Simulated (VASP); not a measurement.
Input of a VASP 6.6.1 run:

Contents of POSCAR:

```
Mo
1.0
    2.5629259694      0.0000000000      0.0000000000
    0.0000000000      2.5629259694      0.0000000000
    0.0000000000      0.0000000000      2.5629259694
Mo
1
Direct
    0.0000000000      0.0000000000      0.0000000000
```

INCAR.step1

```
  ALGO = Normal
  EDIFF = 1E-5
  EDIFFG = -0.005
  ENCUT = 550
  GGA = PE
  GGA_COMPAT = False
  IBRION = 2
  ISIF = 3
  ISMEAR = -1
  LASPH = True
  LCHARG = False
  LREAL = False
  LWAVE = True
  NELM = 120
  NELMIN = 4
  NSW = 100
  PREC = Accurate
  SIGMA = 0.1
```

The input INCAR.step2:

```
  ALGO = Normal
  EDIFF = 1E-7
  EDIFFG = -0.01
  ENCUT = 550
  GGA_COMPAT = False
  IBRION = 2
  ISIF = 3
  ISMEAR = -1
  ISTART = 1
  LASPH = True
  LCHARG = False
  LMIXTAU = True
  LREAL = False
  LWAVE = False
  METAGGA = R2SCAN
  NELM = 120
  NELMIN = 4
  NSW = 80
  PREC = Accurate
  SIGMA = 0.1
```

File KPOINTS:

```
k-points
0
Gamma
  12 12 12
```

Potentials or basis: VASP PAW PBE potentials, release 64 (Mo_sv).

Command:

```bash
$ cat potpaw_PBE.64/Mo_sv/POTCAR > POTCAR
$ cp INCAR.step1 INCAR
$ mpirun -np 1 vasp_std > vasp.out
$ cp INCAR.step2 INCAR
$ mpirun -np 1 vasp_std > vasp.out
```

Task: What does it give for the relaxed cell?

Result: a = 2.596 Å, b = 2.596 Å, c = 2.596 Å, α = 90.00°, β = 90.00°, γ = 90.00°.

Task: What does it give for the band gap on the k mesh?

Result: Zero (band 7 reaches 12.28 eV, above the bottom of band 8 at 9.99 eV).

Task: What does it give for the relaxed volume?

Result: 17.50 Å³/atom.

Task: What does it give for the space group after relaxing (to 0.05 Å)?

Result: Pm-3m (No. 221).

Step by step:
```
step  energy change (eV)  largest force (eV/Å)  pressure (GPa)  volume (Å³)
   1              0.0000                0.0000            8.41        16.83
   2              0.0605                0.0000          -14.54        19.08
   3             -0.0169                0.0000           -0.23        17.52
   4             -0.0169                0.0000           -0.01        17.50
```

Caveat: the PAW data sets were made with another functional, which shifts forces and pressure a little.
